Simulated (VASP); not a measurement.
WS2: single point with PBEsol

The system is WS2, a slab with vacuum.

```
CELL_PARAMETERS angstrom
3.14607 0.00000 0.00000
-1.57303 2.72458 0.00000
0.00000 0.00000 32.51940
ATOMIC_POSITIONS crystal
W 0.66667 0.33333 0.40245
W 0.66667 0.33333 0.79265
W 0.33333 0.66667 0.20735
W 0.33333 0.66667 0.59755
S 0.66667 0.33333 0.15918
S 0.66667 0.33333 0.54935
S 0.33333 0.66667 0.35424
S 0.33333 0.66667 0.74444
S 0.66667 0.33333 0.25556
S 0.66667 0.33333 0.64576
S 0.33333 0.66667 0.45065
S 0.33333 0.66667 0.84082
```

```json
{
  "Program": "VASP 6.6.1",
  "Task": "single point",
  "Functional": "PBEsol",
  "Potentials or basis": "VASP PAW PBE potentials, release 64 (W_sv, S)",
  "Cutoff": "520 eV",
  "k mesh": "12 × 12 × 1",
  "Occupations": "gaussian, width 0.02 eV",
  "Spin": "no spin polarisation",
  "Dipole correction": "no",
  "Further INCAR settings": "ALGO = Normal; EDIFF = 1e-07; NBANDS = 64"
}
```

The largest force is 0.023 eV/Å. The band gap on the k mesh is 1.25 eV (least direct gap 1.88 eV).

Forces on the atoms (eV/Å):
```
W    0.000  0.000  0.000
W    0.000  0.000  0.001
W    0.000  0.000 -0.001
W    0.000  0.000  0.000
S    0.000  0.000 -0.023
S    0.000  0.000 -0.020
S    0.000  0.000 -0.021
S    0.000  0.000 -0.021
S    0.000  0.000  0.021
S    0.000  0.000  0.021
S    0.000  0.000  0.020
S    0.000  0.000  0.023
```

Levels at points of the mesh, in eV from the valence-band top:
```csv
k point,band 48,band 49,band 50,band 51,band 52,band 53,band 54,band 55,band 56,band 57
"(0.00, 0.00, 0.00)",-1.86,-0.91,-0.54,-0.21,0.00,2.53,2.53,2.53,2.53,2.54
"(0.50, 0.00, 0.00)",-1.59,-1.49,-1.44,-1.41,-1.39,2.54,2.55,2.56,2.57,2.85
```

It took 6.9 min on 1 thread of AMD EPYC 9R45 96-Core Processor (Zen 5), with other jobs on the host, peak memory 0.49 GiB.

Caveat: there is no dipole correction, which matters where the two faces differ; the PAW data sets were made with another functional, which shifts forces and pressure a little; spin-orbit coupling is left out, which moves the levels of the heavy elements.
